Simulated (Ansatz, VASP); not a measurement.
## Co in VASP and in Ansatz

```
CELL_PARAMETERS angstrom
2.47056 0.00000 0.00000
-1.23528 2.13957 0.00000
0.00000 0.00000 8.08823
ATOMIC_POSITIONS crystal
Co 0.66667 0.33333 0.75000
Co 0.00000 0.00000 0.50000
Co 0.33333 0.66667 0.25000
Co 0.00000 0.00000 0.00000
```

Alike in both runs: task single point; functional PBE; k mesh 12 × 12 × 4; occupations fermi-dirac, width 0.05 eV; collinear spin.

```csv
,VASP,Ansatz
version,VASP 6.6.1,Ansatz 0.2.0
potentials or method,"VASP PAW PBE potentials, release 64 (Co)",Ansatz PAW
plane-wave cutoff (eV),520,420
valence electrons in the cell,36,68
```

```csv
,VASP,Ansatz,Ansatz less VASP
gap on the k mesh at the Fermi level (eV),none,none,-
pressure (GPa),-5.0,4.7,+9.66
"traceless stress, the component that is largest in VASP (GPa)",-0.06,-2.61,-2.545
net moment per atom (μB),0.09,1.65,+1.567
size of the moment on the site where the two differ most (μB),0.70,1.71,+1.014
```

The net moments are unlike, so the other rows may belong to different states. Site moments also hang on the region over which each program counts them. A gap of «none» marks a metal or a gap that the smearing closes. VASP's potentials hold 36 valence electrons a cell and Ansatz's 68, so a difference there can come from the potentials and not from the codes.
